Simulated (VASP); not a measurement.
# CoSn (P6/mmm) in VASP: notebook, part 3 of 3

VASP 6.6.1. The steps go on from the part before.

## (6) Single point, PBE (biaxial strain in the a-b plane: +2.0 %)

Contents of INCAR:

```
SYSTEM = CoSn
  PREC = Accurate
  ENCUT = 520
  EDIFF = 1E-7
  ISMEAR = 0
  SIGMA = 0.1
  LREAL = .False.
  LASPH = .True.
  NELM = 80
  ALGO = Fast
  ISIF = 2
  LWAVE = .False.
  LCHARG = .False.
  GGA = PE
  NBANDS = 44
```

Contents of KPOINTS:

```
regular mesh
0
Gamma
  12 12 8
  0 0 0
```

Contents of POSCAR:

```
CoSn
1.0
    5.4025167012      0.0000000000      0.0000000000
   -2.7012583506      4.6787167077      0.0000000000
    0.0000000000      0.0000000000      4.1795242244
Co Sn
3 3
Direct
    0.0000000000      0.5000000000      0.0000000000
    0.5000000000      0.5000000000      0.0000000000
    0.5000000000      0.0000000000      0.0000000000
    0.6666666667      0.3333333333      0.5000000000
    0.3333333333      0.6666666667      0.5000000000
    0.0000000000      0.0000000000      0.0000000000
```

Potentials or basis: VASP PAW PBE potentials, release 64 (Co, Sn_d).

Command:

```
$ cat potpaw_PBE.64/Co/POTCAR potpaw_PBE.64/Sn_d/POTCAR > POTCAR
$ mpirun -np 1 vasp_std > vasp.out
```

OUTCAR:

```text
SYSTEM = CoSn
   PREC = Accurate
   ENCUT = 520
   EDIFF = 1E-7
   ISMEAR = 0
   LREAL = .False.
   LASPH = .True.
   NELM = 80
   ISIF = 2
   GGA = PE

 ion  position               nearest neighbor table
   1  0.000  0.500  0.000-   4 2.61   5 2.61   4 2.61   5 2.61   2 2.70   2 2.70   6 2.70   6 2.70
                             3 2.70   3 2.70
   2  0.500  0.500  0.000-   4 2.61   5 2.61   4 2.61   5 2.61   1 2.70   1 2.70   6 2.70   3 2.70
                             3 2.70   6 2.70
   3  0.500  0.000  0.000-   4 2.61   5 2.61   4 2.61   5 2.61   6 2.70   6 2.70   1 2.70   2 2.70
                             2 2.70   1 2.70
   4  0.667  0.333  0.500-   1 2.61   1 2.61   3 2.61   3 2.61   2 2.61   2 2.61   5 3.12   5 3.12
                             5 3.12   6 3.75   6 3.75   6 3.75   6 3.75   6 3.75   6 3.75
   5  0.333  0.667  0.500-   1 2.61   1 2.61   3 2.61   3 2.61   2 2.61   2 2.61   4 3.12   4 3.12
                             4 3.12   6 3.75   6 3.75   6 3.75   6 3.75   6 3.75   6 3.75
   6  0.000  0.000  0.000-   3 2.70   3 2.70   1 2.70   1 2.70   2 2.70   2 2.70   5 3.75   4 3.75
                             5 3.75   4 3.75   4 3.75   5 3.75   5 3.75   4 3.75   5 3.75   5 3.75

  LATTYP: Found a hexagonal cell.
 ALAT       =     5.4025167012
 C/A-ratio  =     0.7736254149

  Lattice vectors:
[... 195 lines left out ...]
 k-point     1 :       0.0000    0.0000    0.0000
  band No.  band energies     occupation
      1     -12.1684      2.00000
      2     -12.0600      2.00000
      3     -12.0600      2.00000
      4     -11.9308      2.00000
      5     -11.9308      2.00000
      6     -11.8846      2.00000
[... 1117 lines left out ...]
     43      14.2395      0.00000
     44      15.7883      0.00000

 [... further k-points ...]

------------------------ aborting loop because EDIFF is reached ----------------------------------------

  FORCE on cell =-STRESS in cart. coord.  units (eV):
  Direction    XX          YY          ZZ          XY          YZ          ZX
  --------------------------------------------------------------------------------------
  -------------------------------------------------------------------------------------
  Total       -3.3615270     -3.3615270      0.2938114      0.0000000      0.0000000      0.0000000
  in kB      -50.9797237    -50.9797237      4.4558393      0.0000000      0.0000000      0.0000000
  external PRESSURE =     -32.5012027 kB  Pullay stress =       0.0000000 kB

 VOLUME and BASIS-vectors are now :
 -----------------------------------------------------------------------------
  energy-cutoff  :      520.00
  volume of cell :      105.65
      direct lattice vectors                 reciprocal lattice vectors
     5.402516701  0.000000000  0.000000000     0.185098919  0.106866911  0.000000000
    -2.701258351  4.678716708  0.000000000     0.000000000  0.213733821  0.000000000
     0.000000000  0.000000000  4.179524224     0.000000000  0.000000000  0.239261683

 POSITION                                       TOTAL-FORCE (eV/Angst)
 -----------------------------------------------------------------------------------
     -1.35063      2.33936      0.00000         0.000000      0.000000      0.000000
      1.35063      2.33936      0.00000         0.000000      0.000000      0.000000
      2.70126      0.00000      0.00000         0.000000      0.000000      0.000000
      2.70126      1.55957      2.08976         0.000000     -0.000000      0.000000
     -0.00000      3.11914      2.08976        -0.000000      0.000000      0.000000
      0.00000      0.00000      0.00000         0.000000      0.000000      0.000000
 -----------------------------------------------------------------------------------
    total drift:                               -0.000000      0.000000     -0.000000

  FREE ENERGIE OF THE ION-ELECTRON SYSTEM (eV)
  ---------------------------------------------------
  free  energy   TOTEN  =       -33.1904767760 eV

  energy  without entropy=      -33.1800470043  energy(sigma->0) =      -33.18526189
```

stdout:

```text
POSCAR found type information on POSCAR CoSn
 POSCAR found :  2 types and       6 ions
 scaLAPACK will be used
 LDA part: xc-table for (Slater+PW92), standard interpolation
 POSCAR, INCAR and KPOINTS ok, starting setup
 FFT: planning ... GRIDC
 FFT: planning ... GRID_SOFT
 FFT: planning ... GRID
 WAVECAR not read
 entering main loop
 num prob RMM:  16    -0.331904767804E+02   -0.41364E-06   -0.31940E-06 12633   0.786E-03    0.228E-03
```

Run time: 3.8 min. Hardware: 1 thread of Intel Xeon 6975P-C (Granite Rapids), shared host; peak memory 0.46 GiB.

What came out:

```yaml
Free_energy: -33.1905 eV
Pressure: -3.3 GPa
Band_gap_on_the_k_mesh: zero (an odd number of electrons rules out a gap without spin polarisation)
```

Levels at points of the mesh, in eV from the Fermi level:
| k point | band 32 | band 33 | band 34 | band 35 | band 36 | band 37 |
| --- | --- | --- | --- | --- | --- | --- |
| (0.00, 0.00, 0.00) | -0.46 | -0.46 | -0.46 | 0.38 | 0.44 | 1.26 |
| (0.50, 0.00, 0.00) | -0.46 | -0.46 | 0.60 | 1.11 | 1.53 | 1.86 |
| (0.00, 0.00, 0.50) | -0.55 | -0.55 | -0.52 | -0.43 | -0.43 | -0.23 |
| (0.50, 0.00, 0.50) | -0.66 | -0.54 | -0.44 | -0.40 | -0.20 | 0.38 |

Caveat: the cell differs from its parent crystal (biaxial strain in the a-b plane: +2.0 %); the stress differs along the axes, from -5 to 0 GPa; spin-orbit coupling is left out, which moves the levels of the heavy elements; the run has no spin polarisation, though such a crystal can be magnetic.

## (7) Single point, PBE (biaxial strain in the a-b plane: +2.0 %, then relaxed in part)

Contents of INCAR:

```
SYSTEM = CoSn
ALGO = Fast
EDIFF = 1E-7
ENCUT = 520
GGA = PE
ISIF = 2
ISMEAR = 0
LASPH = .True.
LCHARG = .False.
LREAL = .False.
LWAVE = .False.
NBANDS = 44
NELM = 100
PREC = Accurate
SIGMA = 0.1
```

Contents of KPOINTS:

```
k-points
0
Gamma
  12 12 8
  0 0 0
```

POSCAR, as its differences from that of step 6:

```diff
@@ -2,5 +2,5 @@
 1.0
-    5.4025167012      0.0000000000      0.0000000000
+    5.4025167013      0.0000000000      0.0000000000
    -2.7012583506      4.6787167077      0.0000000000
-    0.0000000000      0.0000000000      4.1795242244
+    0.0000000000      0.0000000000      4.1898176733
 Co Sn
```

Potentials or basis: VASP PAW PBE potentials, release 64 (Co, Sn_d).

Command:

```
$ cat potpaw_PBE.64/Co/POTCAR potpaw_PBE.64/Sn_d/POTCAR > POTCAR
$ mpirun -np 1 vasp_std > vasp.out
```

OUTCAR:

```text
SYSTEM = CoSn
   EDIFF = 1E-7
   ENCUT = 520
   GGA = PE
   ISIF = 2
   ISMEAR = 0
   LASPH = .True.
   LREAL = .False.
   NELM = 100
   PREC = Accurate

 ion  position               nearest neighbor table
   1  0.000  0.500  0.000-   4 2.61   5 2.61   4 2.61   5 2.61   6 2.70   6 2.70   2 2.70   2 2.70
                             3 2.70   3 2.70
   2  0.500  0.500  0.000-   4 2.61   5 2.61   4 2.61   5 2.61   3 2.70   3 2.70   1 2.70   1 2.70
                             6 2.70   6 2.70
   3  0.500  0.000  0.000-   4 2.61   5 2.61   4 2.61   5 2.61   2 2.70   2 2.70   6 2.70   6 2.70
                             1 2.70   1 2.70
   4  0.667  0.333  0.500-   3 2.61   3 2.61   1 2.61   1 2.61   2 2.61   2 2.61   5 3.12   5 3.12
                             5 3.12   6 3.76   6 3.76   6 3.76   6 3.76   6 3.76   6 3.76
   5  0.333  0.667  0.500-   3 2.61   3 2.61   1 2.61   1 2.61   2 2.61   2 2.61   4 3.12   4 3.12
                             4 3.12   6 3.76   6 3.76   6 3.76   6 3.76   6 3.76   6 3.76
   6  0.000  0.000  0.000-   1 2.70   1 2.70   3 2.70   3 2.70   2 2.70   2 2.70   5 3.76   4 3.76
                             5 3.76   4 3.76   4 3.76   4 3.76   5 3.76   5 3.76   4 3.76   5 3.76

  LATTYP: Found a hexagonal cell.
 ALAT       =     5.4025167013
 C/A-ratio  =     0.7755307211

  Lattice vectors:

 A1 = (   5.4025167013,   0.0000000000,   0.0000000000)
 A2 = (  -2.7012583506,   4.6787167077,   0.0000000000)
 A3 = (   0.0000000000,   0.0000000000,   4.1898176733)

Analysis of symmetry for initial positions (statically):
=====================================================================
 Subroutine PRICEL returns:
 Original cell was already a primitive cell.

 Routine SETGRP: Setting up the symmetry group for a
 hexagonal supercell.

 Subroutine GETGRP returns: Found 24 space group operations
 (whereof 24 operations were pure point group operations)
 out of a pool of 24 trial point group operations.

The static configuration has the point symmetry D_6h.

Analysis of symmetry for dynamics (positions and initial velocities):
=====================================================================
 Subroutine PRICEL returns:
 Original cell was already a primitive cell.

 Routine SETGRP: Setting up the symmetry group for a
 hexagonal supercell.

 Subroutine GETGRP returns: Found 24 space group operations
 (whereof 24 operations were pure point group operations)
 out of a pool of 24 trial point group operations.

The dynamic configuration has the point symmetry D_6h.

 Subroutine INISYM returns: Found 24 space group operations
 (whereof 24 operations are pure point group operations),
 and found     1 'primitive' translations

----------------------------------------------------------------------------------------

                                     Primitive cell

  volume of cell :     105.9054

  direct lattice vectors                    reciprocal lattice vectors
     5.402516701  0.000000000  0.000000000     0.185098919  0.106866911  0.000000000
    -2.701258351  4.678716708  0.000000000     0.000000000  0.213733821  0.000000000
     0.000000000  0.000000000  4.189817673     0.000000000  0.000000000  0.238673870

  length of vectors
[... 49 lines left out ...]
  0.166667  0.000000  0.000000      6.000000
  0.250000 -0.000000  0.000000      6.000000
  0.333333  0.000000  0.000000      6.000000
  0.416667  0.000000  0.000000      6.000000
[... 16 lines left out ...]
  0.250000 -0.000000  0.125000     12.000000
  0.333333  0.000000  0.125000     12.000000
 [... further k-points ...]
   k-points           NKPTS =     95   k-points in BZ     NKDIM =     95   number of bands    NBANDS=     44
   number of dos      NEDOS =    301   number of ions     NIONS =      6
   total plane-waves  NPLWV =  51200
   dimension x,y,z NGX =    40 NGY =   40 NGZ =   32
   dimension x,y,z NGXF=    80 NGYF=   80 NGZF=   64
   ions per type =               3   3
   NGX,Y,Z   is equivalent  to a cutoff of  12.31, 12.31, 12.70 a.u.
   NGXF,Y,Z  is equivalent  to a cutoff of  24.62, 24.62, 25.39 a.u.
 SYSTEM =  CoSn
   PREC   = accura    normal or accurate (medium, high low for compatibility)
   ISTART =      0    job   : 0-new  1-cont  2-samecut
   ICHARG =      2    charge: 1-file 2-atom 10-const
   ISPIN  =      1    spin polarized calculation?
   LNONCOLLINEAR =      F non collinear calculations
   LSORBIT =      F    spin-orbit coupling
   LASPH  =      T    aspherical Exc in radial PAW
   ENCUT  =  520.0 eV  38.22 Ry    6.18 a.u.  10.05 10.05  7.79*2*pi/ulx,y,z
   NELM   =    100;   NELMIN=  2; NELMDL= -5     # of ELM steps
   EDIFF  = 0.1E-06   stopping-criterion for ELM
   LREAL  =      F    real-space projection
   EDIFFG = 0.1E-05   stopping-criterion for IOM
   NSW    =      0    number of steps for IOM
   IBRION =     -1    ionic relax: 0-MD 1-quasi-New 2-CG
   NFREE  =      0    steps in history (QN), initial steepest desc. (CG)
   ISIF   =      2    stress and relaxation
   ISYM   =      2    0-nonsym 1-usesym 2-fastsym
   POTIM  = 0.5000    time-step for ionic-motion
   TEBEG  =    0.0;   TEEND  =   0.0 temperature during run
   PSTRESS=    0.0 pullay stress
   NELECT =      69.0000    total number of electrons
   NUPDOWN=      -1.0000    fix difference up-down
   EMIN   =  10.00;   EMAX   =-10.00  energy-range for DOS
   EFERMI =   0.00;   METHOD = LEGACY
   ISMEAR =     0;   SIGMA  =   0.10  broadening in eV -4-tet -1-fermi 0-gaus
   EFERMI_NEDOS =   21; number of points for ismear=-14 and -15
   IALGO  =     68    algorithm
   IMIX   =      4    mixing-type and parameters
     AMIX     =   0.40;   BMIX     =  1.00
     AMIX_MAG =   1.60;   BMIX_MAG =  1.00
  volume/ion in A,a.u.               =      17.65       119.11
  Fermi-wavevector in a.u.,A,eV,Ry     =   1.419227  2.681950 27.404926  2.014205
  Thomas-Fermi vector in A             =   2.540270
   LORBIT       =      0    0 simple, 1 ext, 2 COOP (PROOUT), +10 PAW based schemes
   GGA     = PE    functional components
   LHFCALC =     F    Hartree Fock is set to
   AEXX    =    0.0000 exact exchange contribution
   IVDW    =     0    specifies the selected vdW correction
   LEPSILON=     F    determine dielectric tensor
   LRPA    =     F    only Hartree local field effects (RPA)
 non-spin polarized calculation
 RMM-DIIS sequential band-by-band and
 Gauss-broadening in eV      SIGMA  =   0.10
  energy-cutoff  :      520.00
  volume of cell :      105.91
 maximum number of plane-waves:      2898
   NGX = 21   NGY = 21   NGZ = 15

 number of electron      68.9999975 magnetization

 Free energy of the ion-electron system (eV)
  ---------------------------------------------------
  ext. energy  EPLUGINS =         0.00000000
  ---------------------------------------------------
  free energy    TOTEN  =       -33.19081803 eV

  energy without entropy =      -33.18029632  energy(sigma->0) =      -33.18555718

 E-fermi :   9.3483     XC(G=0): -11.5501

 val. band max:        9.3457123753   @ k =   0.3333   0.0000   0.1250
 cond. band min:       9.3552058711   @ k =   0.1667   0.0000   0.5000
 fundamental gap:      0.0094934958
 Fermi energy:         9.3483269965

 k-point     1 :       0.0000    0.0000    0.0000
  band No.  band energies     occupation
      1     -12.1979      2.00000
      2     -12.0896      2.00000
      3     -12.0896      2.00000
      4     -11.9651      2.00000
      5     -11.9651      2.00000
      6     -11.9136      2.00000
[... 1117 lines left out ...]
     43      14.1849      0.00000
     44      15.7467      0.00000

 [... further k-points ...]

------------------------ aborting loop because EDIFF is reached ----------------------------------------

  FORCE on cell =-STRESS in cart. coord.  units (eV):
  Direction    XX          YY          ZZ          XY          YZ          ZX
  --------------------------------------------------------------------------------------
  -------------------------------------------------------------------------------------
  Total       -3.4575583     -3.4575583     -0.1044596     -0.0000000     -0.0000000     -0.0000000
  in kB      -52.3072753    -52.3072753     -1.5803044     -0.0000000     -0.0000000     -0.0000000
  external PRESSURE =     -35.3982850 kB  Pullay stress =       0.0000000 kB

 VOLUME and BASIS-vectors are now :
 -----------------------------------------------------------------------------
  energy-cutoff  :      520.00
  volume of cell :      105.91
      direct lattice vectors                 reciprocal lattice vectors
     5.402516701  0.000000000  0.000000000     0.185098919  0.106866911  0.000000000
    -2.701258351  4.678716708  0.000000000     0.000000000  0.213733821  0.000000000
     0.000000000  0.000000000  4.189817673     0.000000000  0.000000000  0.238673870

 POSITION                                       TOTAL-FORCE (eV/Angst)
 -----------------------------------------------------------------------------------
     -1.35063      2.33936      0.00000         0.000000      0.000000      0.000000
      1.35063      2.33936      0.00000        -0.000000      0.000000      0.000000
      2.70126      0.00000      0.00000         0.000000      0.000000      0.000000
      2.70126      1.55957      2.09491        -0.000000      0.000000      0.000000
     -0.00000      3.11914      2.09491         0.000000     -0.000000      0.000000
      0.00000      0.00000      0.00000         0.000000      0.000000      0.000000
 -----------------------------------------------------------------------------------
    total drift:                               -0.000000      0.000000     -0.000000

  FREE ENERGIE OF THE ION-ELECTRON SYSTEM (eV)
  ---------------------------------------------------
  free  energy   TOTEN  =       -33.1908180328 eV

  energy  without entropy=      -33.1802963175  energy(sigma->0) =      -33.18555718
```

stdout:

```text
POSCAR found type information on POSCAR CoSn
 POSCAR found :  2 types and       6 ions
 scaLAPACK will be used
 LDA part: xc-table for (Slater+PW92), standard interpolation
 POSCAR, INCAR and KPOINTS ok, starting setup
 FFT: planning ... GRIDC
 FFT: planning ... GRID_SOFT
 FFT: planning ... GRID
 WAVECAR not read
 entering main loop
WARNING in EDDRMM: call to ZHEGV failed, returncode =   8  4     40
WARNING in EDDRMM: call to ZHEGV failed, returncode =   8  4     41
```

It took 3.9 min on 1 thread of Intel Xeon 6975P-C (Granite Rapids), shared host; peak memory 0.46 GiB.

Results:

```
Free energy            : -33.1908 eV
Pressure               : -3.5 GPa
Band gap on the k mesh : zero (an odd number of electrons rules out a gap without spin polarisation)
```

Stress tensor (GPa, compression positive):
```
-5.23  0.00  0.00
 0.00 -5.23  0.00
 0.00  0.00 -0.16
```

Levels at points of the mesh, in eV from the Fermi level:
| k point | band 31 | band 32 | band 33 | band 34 | band 35 | band 36 | band 37 | band 38 |
| --- | --- | --- | --- | --- | --- | --- | --- | --- |
| (0.00, 0.00, 0.00) | -0.46 | -0.45 | -0.45 | -0.45 | 0.39 | 0.45 | 1.26 | 1.26 |
| (0.50, 0.00, 0.00) | -0.65 | -0.45 | -0.45 | 0.61 | 1.10 | 1.52 | 1.85 | 2.43 |
| (0.00, 0.00, 0.50) | -0.88 | -0.54 | -0.54 | -0.51 | -0.43 | -0.43 | -0.22 | 0.39 |
| (0.50, 0.00, 0.50) | -0.89 | -0.66 | -0.53 | -0.43 | -0.40 | -0.20 | 0.38 | 1.09 |

Caveat: the cell differs from its parent crystal (biaxial strain in the a-b plane: +2.0 %, then relaxed in part); the stress differs along the axes, from -5 to -0 GPa; spin-orbit coupling is left out, which moves the levels of the heavy elements; the run has no spin polarisation, though such a crystal can be magnetic.

## (8) The runs side by side

| task | cell | cutoff (eV) | gap on the mesh (eV) | pressure (GPa) |
| --- | --- | --- | --- | --- |
| single point | a = 5.085, b = 5.085, c = 4.061 Å, angles 90.0, 90.0, 120.0°, 6 atoms | 520 | none | 20.9 |
| single point | a = 5.191, b = 5.191, c = 4.146 Å, angles 90.0, 90.0, 120.0°, 6 atoms | 520 | none | 8.8 |
| relaxation of cell and atoms | relaxed to -2 GPa from a = 5.330, b = 5.330, c = 4.257 Å, angles 90.0, 90.0, 120.0°, 6 atoms | 600 | none | -2.0 |
| single point | a = 5.297, b = 5.297, c = 4.230 Å, angles 90.0, 90.0, 120.0°, 6 atoms | 520 | none | -0.1 |
| single point | a = 5.403, b = 5.403, c = 4.180 Å, angles 90.0, 90.0, 120.0°, 6 atoms | 520 | none | -3.3 |
| single point | a = 5.403, b = 5.403, c = 4.190 Å, angles 90.0, 90.0, 120.0°, 6 atoms | 520 | none | -3.5 |

Alike in all rows: level PBE; potentials or basis VASP PAW PBE potentials, release 64 (Co, Sn_d); no spin polarisation; k mesh 12 × 12 × 8; smearing gaussian 0.1 eV.

Caveats: spin-orbit coupling is left out, which moves the levels of the heavy elements; the run has no spin polarisation, though such a crystal can be magnetic; the cell stands under pressure (at least some runs); the cell is relaxed towards a set pressure, so the run minimises the enthalpy, not the energy (at least some runs); the stress differs along the axes, from -5 to 0 GPa (at least some runs); the stress differs along the axes, from -5 to -0 GPa (at least some runs).

Total energies depend on the potentials used, so only differences within one code and one set of settings carry meaning.

The gap in the log of VASP goes by the Fermi energy; the results here count the filled bands.